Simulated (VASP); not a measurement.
H9ClO4, 14 atoms in the cell. The cell holds a disordered packing, 14 atoms: a = 5.730 Å, b = 5.730 Å, c = 5.730 Å, α = 90.00°, β = 90.00°, γ = 90.00°. 

| Property | Result |
| --- | --- |
| Program | VASP 6.6.1 |
| Task | single point |
| Functional | PBE |
| Potentials or basis | VASP PAW PBE potentials, release 64 (O, H, Cl) |
| Cutoff | 520 eV |
| k mesh | 1 × 1 × 1 |
| Occupations | fermi-dirac, width 0.05 eV |
| Spin | no spin polarisation |
| Dipole correction | no |
| Further INCAR settings | ALGO = Normal; EDIFF = 1e-06; NBANDS = 33 |

Potentials or basis: VASP PAW PBE potentials, release 64 (O, H, Cl).

Command:

```console
$ cat potpaw_PBE.64/O/POTCAR potpaw_PBE.64/H/POTCAR potpaw_PBE.64/Cl/POTCAR > POTCAR
$ mpirun -np 1 vasp_gam > vasp.out
```

Hardware: 1 thread of AMD EPYC 9R45 96-Core Processor (Zen 5), on a shared host.

**Question.** How long does it take, and how much memory?

**Answer.** Wall time 11 s on 1 thread of AMD EPYC 9R45 96-Core Processor (Zen 5), on a shared host, peak memory 0.26 GiB. Counts: scf iterations 16, k points 1.
